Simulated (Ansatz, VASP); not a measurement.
# CaO in VASP and in Ansatz

```
Ca O
1.0
     0.00000    2.40356    2.40356
     2.40356    0.00000    2.40356
     2.40356    2.40356    0.00000
Ca O
1 1
Direct
  0.00000 0.00000 0.00000
  0.50000 0.50000 0.50000
```

Alike in both runs: functional B3LYP; k mesh 6 × 6 × 6; occupations fermi-dirac, width 0.05 eV; no spin polarisation.

|  | VASP | Ansatz |
| --- | --- | --- |
| version | VASP 6.6.1 | Ansatz 0.2.0 |
| potentials or method | VASP PAW PBE potentials, release 64 (Ca_sv, O) | Ansatz PAW |
| plane-wave cutoff (eV) | 520 | 420 |
| valence electrons in the cell | 16 | 16 |
| task | single point | density of states |

Ansatz gave:

```
gap on the k mesh at the Fermi level (eV) : 5.67
least direct gap on the mesh (eV)         : 6.08
pressure (GPa)                            : 1.7
```

Task: What did VASP give for the same quantities?

Result: gap on the k mesh at the Fermi level (eV): 5.66; least direct gap on the mesh (eV): 6.07; pressure (GPa): 2.4.

VASP's potentials were made for PBE, not for B3LYP. With one functional, cell and mesh, what is left measures potentials, basis and numerics.
